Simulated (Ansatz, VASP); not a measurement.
# Two plane-wave programs on Rh

```
Rh
1.0
     0.00000    1.87087    1.96442
     1.87087    0.00000    1.96442
     1.87087    1.87087    0.00000
Rh
1
Direct
  0.00000 0.00000 0.00000
```

Alike in both runs: task single point; functional PBE; k mesh 24 × 24 × 24; occupations gaussian, width 0.15 eV; no spin polarisation.

```csv
,VASP,Ansatz
version,VASP 6.6.1,Ansatz 0.2.0
potentials or method,"VASP PAW PBE potentials, release 64 (Rh_pv), cutoff 520 eV","scalar-relativistic, plane waves, PAW"
valence electrons in the cell,15,17
```

VASP gave:

- gap on the k mesh at the Fermi level (eV): none
- pressure (GPa): 6.2
- traceless stress, the component that is largest in VASP (GPa): -8.32

**Question.** What did Ansatz give for the same quantities?

**Answer.** gap on the k mesh at the Fermi level (eV): none; pressure (GPa): 6.2; traceless stress, the component that is largest in VASP (GPa): -8.34.

A gap of «none» marks a metal or a gap that the smearing closes. The functional is the same, so the differences come from potentials, cutoffs and numerics. VASP's potentials hold 15 valence electrons a cell and Ansatz's 17, so a difference there can come from the potentials and not from the codes.
